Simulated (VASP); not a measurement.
Here is a VASP 6.6.1 calculation.

The input INCAR:

```
SYSTEM = Br
  PREC = Accurate
  ENCUT = 520
  EDIFF = 1E-6
  ISMEAR = 1
  SIGMA = 0.02
  LREAL = .FALSE.
  LASPH = .TRUE.
  NELM = 60
  ALGO = Normal
  ISIF = 2
  LWAVE = .FALSE.
  LCHARG = .TRUE.
  GGA = PS
  LELF = .TRUE.
  LVHAR = .TRUE.
  NBANDS = 22
```

KPOINTS

```
Automatic mesh
0
G
  6 6 3
  0 0 0
```

The input POSCAR:

```
Br
1.0
    3.3632500000     -2.3225500000      0.0000000000
    3.3632500000      2.3225500000      0.0000000000
    0.0000000000      0.0000000000      8.7023000000
Br
4
Direct
    0.8651000000      0.1349000000      0.1099000000
    0.6349000000      0.3651000000      0.6099000000
    0.1349000000      0.8651000000      0.8901000000
    0.3651000000      0.6349000000      0.3901000000
```

Potentials or basis: VASP PAW PBE potentials, release 64 (Br).

Run with:

```console
$ cat potpaw_PBE.64/Br/POTCAR > POTCAR
$ mpirun -np 1 vasp_std > vasp.out
```

**Question.** What does it give for the band gap on the k mesh?

**Answer.** 1.84 eV, indirect (least direct gap 1.86 eV).

**Question.** Estimate the largest force.

**Answer.** 0.749 eV/Å.

**Question.** What does it give for the pressure?

**Answer.** 0.1 GPa.

Forces on the atoms (eV/Å):
```
Br   0.000  0.330  0.672
Br   0.000 -0.330  0.672
Br   0.000 -0.330 -0.672
Br   0.000  0.330 -0.672
```

Caveat: the PAW data sets were made with another functional, which shifts forces and pressure a little. A k mesh can miss the band edges.
